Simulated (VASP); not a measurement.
The system is SiSn5.

```xyz
6
Lattice="5.7660 0.0000 0.0000 -2.8830 4.9935 0.0000 0.0000 0.0000 5.4026" Properties=species:S:1:pos:R:3 pbc="T T T"
Si    0.0000    0.0000    0.0000
Sn    0.0000    3.3290    0.0000
Sn    2.8830    1.6645    0.0000
Sn    1.9220    3.3290    2.7013
Sn    1.9220    0.0000    2.7013
Sn   -0.9610    1.6645    2.7013
```

```yaml
Program: VASP 6.6.1
Task: relaxation of cell and atoms
Functional: PBE
Potentials_or_basis: VASP PAW PBE potentials, release 64 (Si, Sn_d)
Cutoff: 600 eV
k_mesh: 6 × 6 × 8
Occupations: gaussian, width 0.1 eV
Spin: no spin polarisation
```

At the start: pressure -0.0 GPa; volume 25.93 Å³/atom.

Where does the relaxation end?

Over 7 steps the energy falls by 10.9 meV/atom and the volume is 25.81 Å³/atom (-0.4 %); space group P-62m (No. 189, to 0.05 Å).

The path:
| step | energy change (eV) | largest force (eV/Å) | pressure (GPa) | volume (Å³) |
| --- | --- | --- | --- | --- |
| 1 | 0.0000 | 0.3324 | -0.05 | 155.55 |
| 2 | -0.0408 | 0.2343 | -0.01 | 155.36 |
| 3 | -0.0614 | 0.0912 | 0.03 | 155.06 |
| 4 | -0.0349 | 0.2456 | 0.50 | 154.29 |
| 5 | -0.0649 | 0.0270 | 0.05 | 154.91 |
| 6 | -0.0652 | 0.0133 | 0.06 | 154.83 |
| 7 | -0.0652 | 0.0015 | 0.05 | 154.86 |

Final structure:
```xyz
6
Lattice="5.6415 0.0000 0.0000 -2.8208 4.8857 0.0000 0.0000 0.0000 5.6184" Properties=species:S:1:pos:R:3 pbc="T T T"
Si   -2.8208    4.8857    0.0000
Sn    0.0000    3.2571    0.0000
Sn    2.8208    1.6286    0.0000
Sn    1.9031    3.2963    2.8092
Sn   -0.9854    4.8857    2.8092
Sn   -0.9177    1.5894    2.8092
```
